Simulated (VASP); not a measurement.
A run of VASP 6.6.1:

POSCAR

```
Mg6O7
1.0
    2.9728306127      0.0000000000      0.0000000000
   -1.4864153063      2.5745468317      0.0000000000
    0.0000000000      0.0000000000     29.5638361856
O Mg
7 6
Direct
    0.3333333333      0.6666666667      0.2536883222
    0.0000000000      0.0000000000      0.3357922148
    0.6666666667      0.3333333333      0.4178961074
    0.3333333333      0.6666666667      0.5000000000
    0.0000000000      0.0000000000      0.5821038926
    0.6666666667      0.3333333333      0.6642077852
    0.3333333333      0.6666666667      0.7463116778
    0.6666666667      0.3333333333      0.2947402685
    0.3333333333      0.6666666667      0.3768441611
    0.0000000000      0.0000000000      0.4589480537
    0.6666666667      0.3333333333      0.5410519463
    0.3333333333      0.6666666667      0.6231558389
    0.0000000000      0.0000000000      0.7052597315
```

INCAR.step1

```
  ALGO = Normal
  DIPOL = 0.5 0.5 0.500
  EDIFF = 1E-4
  ENCUT = 520
  GGA = PE
  IDIPOL = 3
  ISMEAR = 0
  LASPH = True
  LCHARG = False
  LDIPOL = True
  LREAL = False
  LWAVE = True
  NBANDS = 39
  NELM = 80
  PREC = Accurate
  SIGMA = 0.05
```

File INCAR.step2:

```
  ALGO = Normal
  DIPOL = 0.5 0.5 0.500
  EDIFF = 1E-6
  ENCUT = 520
  IDIPOL = 3
  ISIF = 2
  ISMEAR = 0
  ISTART = 1
  LASPH = True
  LCHARG = False
  LDIPOL = True
  LMIXTAU = True
  LREAL = False
  LWAVE = False
  METAGGA = R2SCAN
  NBANDS = 39
  NELM = 80
  PREC = Accurate
  SIGMA = 0.05
```

Contents of KPOINTS:

```
k-points
0
Gamma
  9 9 1
```

Potentials or basis: VASP PAW PBE potentials, release 64 (O, Mg).

Command:

```bash
$ cat potpaw_PBE.64/O/POTCAR potpaw_PBE.64/Mg/POTCAR > POTCAR
$ cp INCAR.step1 INCAR
$ mpirun -np 1 vasp_std > vasp.out
$ cp INCAR.step2 INCAR
$ mpirun -np 1 vasp_std > vasp.out
```

Hardware: 1 thread of Intel(R) Xeon(R) Platinum 8488C (Sapphire Rapids) (shared host).

Task: Estimate the wall time of this run.

Result: Wall time 10 min on 1 thread of Intel(R) Xeon(R) Platinum 8488C (Sapphire Rapids), with other jobs on the host, peak memory 0.43 GiB. Counts: k points 12.
